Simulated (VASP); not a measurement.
Na: single point with PBEsol

The system is Na.

```
Na
1.0
    -2.11500    2.11500    2.11500
     2.11500   -2.11500    2.11500
     2.11500    2.11500   -2.11500
Na
1
Cartesian
  0.0000 0.0000 0.0000
```

* Program: VASP 6.6.1
* Task: single point
* Functional: PBEsol
* Potentials or basis: VASP PAW PBE potentials, release 64 (Na_pv)
* Cutoff: 520 eV
* k mesh: 12 × 12 × 12
* Occupations: gaussian, width 0.05 eV
* Spin: no spin polarisation

* Pressure: -0.3 GPa

Levels at points of the mesh, in eV from the Fermi level:
```
           k point  band 1  band 2  band 3  band 4  band 5  band 6
(0.00, 0.00, 0.00)  -24.75  -24.75  -24.75   -3.19   11.65   11.65
(0.50, 0.00, 0.00)  -24.79  -24.76  -24.75    0.79    1.25    8.16
(0.50, 0.50, 0.50)  -24.78  -24.78  -24.78    4.53    4.53    4.87
```

It took 11 s on 1 thread of Intel(R) Xeon(R) Platinum 8375C CPU @ 2.90GHz (Ice Lake), with other jobs on the host, peak memory 0.16 GiB.

Caveat: the PAW data sets were made with another functional, which shifts forces and pressure a little.
